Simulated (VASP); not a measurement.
A run of VASP 6.6.1:

Contents of INCAR:

```
PREC = Accurate
ENCUT = 520
EDIFF = 1E-6
ISMEAR = 0
SIGMA = 0.05
LREAL = False
LASPH = True
NELM = 80
ALGO = Normal
ISIF = 2
LWAVE = False
LCHARG = False
GGA = PS
NBANDS = 16
```

KPOINTS

```
Automatic mesh
0
Gamma
  18 18 10
```

Contents of POSCAR:

```
BN
1.0
    2.5539396000      0.0000000000      0.0000000000
   -1.2769698000      2.2117765700      0.0000000000
    0.0000000000      0.0000000000      4.2268550000
B N
2 2
Direct
    0.6666666700      0.3333333300      0.9997240000
    0.3333333300      0.6666666700      0.4997240000
    0.6666666700      0.3333333300      0.6252760000
    0.3333333300      0.6666666700      0.1252760000
```

Potentials or basis: VASP PAW PBE potentials, release 64 (B, N).

Command:

```console
$ cat potpaw_PBE.64/B/POTCAR potpaw_PBE.64/N/POTCAR > POTCAR
$ mpirun -np 1 vasp_std > vasp.out
```

Hardware: 1 thread of Intel(R) Xeon(R) Platinum 8175M CPU @ 2.50GHz (Skylake/Cascade Lake), with other jobs on the host.

Q: Estimate the wall time of this run.

A: Wall time 64 s on 1 thread of Intel(R) Xeon(R) Platinum 8175M CPU @ 2.50GHz (Skylake/Cascade Lake), on a shared host, peak memory 0.18 GiB. Counts: scf iterations 12, k points 222.
